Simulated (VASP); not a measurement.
Input of a VASP 6.6.1 run:

Contents of POSCAR:

```
KRb2Tl6V
1.0
    0.0000000000      5.2052050000      5.2052050000
    5.2052050000      0.0000000000      5.2052050000
    5.2052050000      5.2052050000      0.0000000000
Rb K Tl V
2 1 6 1
Direct
    0.2500000000      0.2500000000      0.2500000000
    0.7500000000      0.7500000000      0.7500000000
    0.5000000000      0.5000000000      0.5000000000
    0.7800000000      0.2200000000      0.2200000000
    0.2200000000      0.7800000000      0.2200000000
    0.2200000000      0.7800000000      0.7800000000
    0.7800000000      0.2200000000      0.7800000000
    0.2200000000      0.2200000000      0.7800000000
    0.7800000000      0.7800000000      0.2200000000
    0.0000000000      0.0000000000      0.0000000000
```

The input INCAR.step1:

```
SYSTEM = KRb2Tl6V
ALGO = Normal ; EDIFF = 1E-4
ENCUT = 520 ; GGA = PE
ISMEAR = -1 ; LASPH = .TRUE.
LCHARG = .FALSE. ; LREAL = .FALSE.
LWAVE = .TRUE. ; NBANDS = 70
NELM = 100 ; PREC = Accurate
SIGMA = 0.0135
```

File INCAR.step2:

```
SYSTEM = KRb2Tl6V
ALGO = Normal ; EDIFF = 1E-6
ENCUT = 520 ; ISIF = 2
ISMEAR = -1 ; ISTART = 1
LASPH = .TRUE. ; LCHARG = .TRUE.
LELF = .TRUE. ; LMIXTAU = .TRUE.
LREAL = .FALSE. ; LVHAR = .TRUE.
LWAVE = .FALSE. ; METAGGA = R2SCAN
NBANDS = 70 ; NELM = 100
PREC = Accurate ; SIGMA = 0.0135
```

The input KPOINTS:

```
k-points
0
G
  6 6 6
  0 0 0
```

Potentials or basis: VASP PAW PBE potentials, release 64 (Rb_sv, K_sv, Tl_d, V_sv).

Command:

```sh
$ cat potpaw_PBE.64/Rb_sv/POTCAR potpaw_PBE.64/K_sv/POTCAR potpaw_PBE.64/Tl_d/POTCAR potpaw_PBE.64/V_sv/POTCAR > POTCAR
$ cp INCAR.step1 INCAR
$ mpirun -np 1 vasp_std > vasp.out
$ cp INCAR.step2 INCAR
$ mpirun -np 1 vasp_std > vasp.out
```

**Question.** Predict the largest force.

**Answer.** 4.211 eV/Å.

**Question.** Predict the pressure.

**Answer.** 20.8 GPa.

Forces on the atoms (eV/Å):
```
Rb   0.000  0.000  0.000
Rb   0.000  0.000  0.000
K    0.000  0.000  0.000
Tl   4.211  0.000  0.000
Tl   0.000  4.211  0.000
Tl  -4.211  0.000  0.000
Tl   0.000 -4.211  0.000
Tl   0.000  0.000  4.211
Tl   0.000  0.000 -4.211
V    0.000  0.000  0.000
```

Caveat: the cell stands under pressure; the PAW data sets were made with another functional, which shifts forces and pressure a little.
